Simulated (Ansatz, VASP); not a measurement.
Two plane-wave programs on Al2Rh

```
Al Rh
1.0
     4.32973    0.00000    0.00000
    -2.16487    3.74966    0.00000
     0.00000    0.00000    5.35612
Al Rh
4 2
Direct
  0.33333 0.66667 0.75000
  0.66667 0.33333 0.25000
  0.00000 0.00000 0.00000
  0.00000 0.00000 0.50000
  0.33333 0.66667 0.25000
  0.66667 0.33333 0.75000
```

Change from the starting cell: species swapped into the Tm2In type (P6_3/mmc, No. 194).

Alike in both runs: functional PBE; k mesh 6 × 6 × 4; occupations gaussian, width 0.1 eV; no spin polarisation.

Ansatz relaxed the structure, and its values are those at the end. VASP's run is a single point on that final structure, the one shown.

|  | VASP | Ansatz |
| --- | --- | --- |
| version | VASP 6.6.1 | Ansatz 0.2.0 |
| potentials or method | VASP PAW PBE potentials, release 64 (Al, Rh_pv), cutoff 520 eV | scalar-relativistic, plane waves, PAW |
| valence electrons in the cell | 42 | 46 |

|  | VASP | Ansatz | Ansatz less VASP |
| --- | --- | --- | --- |
| gap on the k mesh at the Fermi level (eV) | none | none | - |
| pressure (GPa) | -0.1 | -0.1 | +0.06 |

A gap of «none» marks a metal or a gap that the smearing closes. VASP's potentials hold 42 valence electrons a cell and Ansatz's 46, so a difference there can come from the potentials and not from the codes.
